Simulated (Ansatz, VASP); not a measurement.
## SnSe: VASP beside Ansatz

POSCAR

```
SnSe
1.0
    0.0000000000      3.1775582479      2.7009245107
    3.1775582479      0.0000000000      2.7009245107
    3.1775582479      3.1775582479      0.0000000000
Sn Se
1 1
Direct
    0.0000000000      0.0000000000      0.0000000000
    0.5000000000      0.5000000000      0.5000000000
```

INCAR.step1

```
  PREC = Accurate
  ENCUT = 520
  ISMEAR = 0
  SIGMA = 0.05
  LREAL = F
  LASPH = T
  NELM = 80
  NBANDS = 17
  GGA = PE
  ALGO = Normal
  EDIFF = 1E-4
  LWAVE = T
  LCHARG = F
```

Contents of INCAR.step2:

```
  PREC = Accurate
  ENCUT = 520
  EDIFF = 1E-6
  ISMEAR = 0
  SIGMA = 0.05
  LREAL = F
  LASPH = T
  NELM = 80
  ALGO = Normal
  ISIF = 2
  LWAVE = F
  LCHARG = F
  METAGGA = R2SCAN
  LMIXTAU = T
  NBANDS = 17
  ISTART = 1
```

Contents of KPOINTS:

```
Automatic mesh
0
Gamma
  12 12 12
```

Input for Ansatz:

```yaml
crystal:
  lattice:
    - [0.0, 3.1775582479, 2.7009245107]
    - [3.1775582479, 0.0, 2.7009245107]
    - [3.1775582479, 3.1775582479, 0.0]
  atoms:
    - { symbol: Sn, position: [0.0, 0.0, 0.0] }
    - { symbol: Se, position: [0.5, 0.5, 0.5] }
basis:
  ecutwfc: 500
kpoints:
  mp_grid: { grid: [12, 12, 12] }
hamiltonian:
  xc: r2scan
scf:
  occupations: { method: gaussian, width: 0.05 }
output:
  forces: true
  stress: true
  eigenvalues: true
```

Alike in both runs: task single point; functional r2SCAN; k mesh 12 × 12 × 12; occupations gaussian, width 0.05 eV; no spin polarisation.

|  | VASP | Ansatz |
| --- | --- | --- |
| version | VASP 6.6.1 | Ansatz 0.2.0 |
| potentials or method | VASP PAW PBE potentials, release 64 (Sn_d, Se), cutoff 520 eV | scalar-relativistic, plane waves, PAW |
| valence electrons in the cell | 20 | 30 |

```csv
,VASP,Ansatz,Ansatz less VASP
gap on the k mesh at the Fermi level (eV),none,none,-
pressure (GPa),3.6,3.6,-0.01
"traceless stress, the component that is largest in VASP (GPa)",16.34,16.31,-0.032
```

VASP's potentials were made for PBE, not for r2SCAN. A gap of «none» marks a metal or a gap that the smearing closes. The functional is the same, so the differences come from potentials, cutoffs and numerics. VASP's potentials hold 20 valence electrons a cell and Ansatz's 30, so a difference there can come from the potentials and not from the codes.
